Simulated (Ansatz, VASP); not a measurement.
**In3GaP4 in VASP and in Ansatz**

```
Ga In P
1.0
     4.09447    0.00000    0.00000
     0.00000    4.09891    5.80208
     0.00000   -4.09891    5.80208
Ga In P
1 3 4
Cartesian
  0.0000 0.0000 -0.0046
  2.0472 -2.0441 2.9021
  2.0472 2.0441 2.9021
  0.0000 0.0000 5.7944
  2.0472 0.0000 1.3331
  0.0000 -2.1391 4.4157
  0.0000 2.1391 4.4157
  2.0472 0.0000 7.2518
```

Alike in both runs: task single point; functional PBE; k mesh 6 × 4 × 4; occupations fermi-dirac, width 0.02 eV; no spin polarisation.

```csv
,VASP,Ansatz
version,VASP 6.6.1,Ansatz 0.2.0
potentials or method,"VASP PAW PBE potentials, release 64 (Ga_d, In_d, P)","plane waves, PAW"
plane-wave cutoff (eV),520,420
valence electrons in the cell,72,72
```

|  | VASP | Ansatz | Ansatz less VASP |
| --- | --- | --- | --- |
| pressure (GPa) | 1.8 | 1.8 | +0.05 |
| rms of the force components (eV/Å) | 0.012 | 0.012 | +0.0006 |

Atom by atom the forces differ by 0.002 eV/Å (rms over components). The functional is the same, so the differences come from potentials, cutoffs and numerics.
